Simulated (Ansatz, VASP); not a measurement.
## Two plane-wave programs on BaOs

```xyz
2
Lattice="3.7280 0.0000 0.0000 0.0000 3.7280 0.0000 0.0000 0.0000 3.7280" Properties=species:S:1:pos:R:3 pbc="T T T"
Ba    0.0000    0.0000    0.0000
Os    1.8640    1.8640    1.8640
```

Alike in both runs: task single point; functional PBE; k mesh 8 × 8 × 8; occupations tetrahedron; no spin polarisation.

|  | VASP | Ansatz |
| --- | --- | --- |
| version | VASP 6.6.1 | Ansatz 0.2.0 |
| potentials or method | VASP PAW PBE potentials, release 64 (Ba_sv, Os), cutoff 520 eV | scalar-relativistic, plane waves, PAW |
| valence electrons in the cell | 18 | 26 |

|  | VASP | Ansatz | Ansatz less VASP |
| --- | --- | --- | --- |
| gap on the k mesh at the Fermi level (eV) | none | none | - |
| pressure (GPa) | 1.8 | 0.0 | -1.78 |

A gap of «none» marks a metal or a gap that the smearing closes. VASP's potentials hold 18 valence electrons a cell and Ansatz's 26, so a difference there can come from the potentials and not from the codes. Ansatz's warnings: band table not solved further, tetrahedron derivatives may miss energy slope.

Neither program's run includes spin-orbit coupling.
